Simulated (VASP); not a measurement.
A run of VASP 6.6.1 is set up as follows.

The input INCAR:

```
ALGO = Normal ; EDIFF = 1E-6
ENCUT = 560 ; GGA_COMPAT = False
ISIF = 2 ; ISMEAR = -1
LASPH = True ; LCHARG = False
LREAL = False ; LWAVE = False
NBANDS = 14 ; NELM = 120
PREC = Accurate ; SIGMA = 0.08
```

KPOINTS

```
k-points
0
Gamma
  20 20 20
```

The input POSCAR:

```
Ir
1.0
   -1.5303332831      1.5303332831      1.5303332831
    1.5303332831     -1.5303332831      1.5303332831
    1.5303332831      1.5303332831     -1.5303332831
Ir
1
Direct
    0.0000000000      0.0000000000      0.0000000000
```

Potentials or basis: VASP PAW LDA potentials, release 64 (Ir_sv_GW).

Launch:

```console
$ cat potpaw_LDA.64/Ir_sv_GW/POTCAR > POTCAR
$ mpirun -np 1 vasp_std > vasp.out
```

(1) What does it give for the band gap on the k mesh?

(2) Estimate the pressure.

Results:

(1) zero (an odd number of electrons rules out a gap without spin polarisation).

(2) -0.5 GPa.

Caveat: spin-orbit coupling is left out, which moves the levels of the heavy elements.
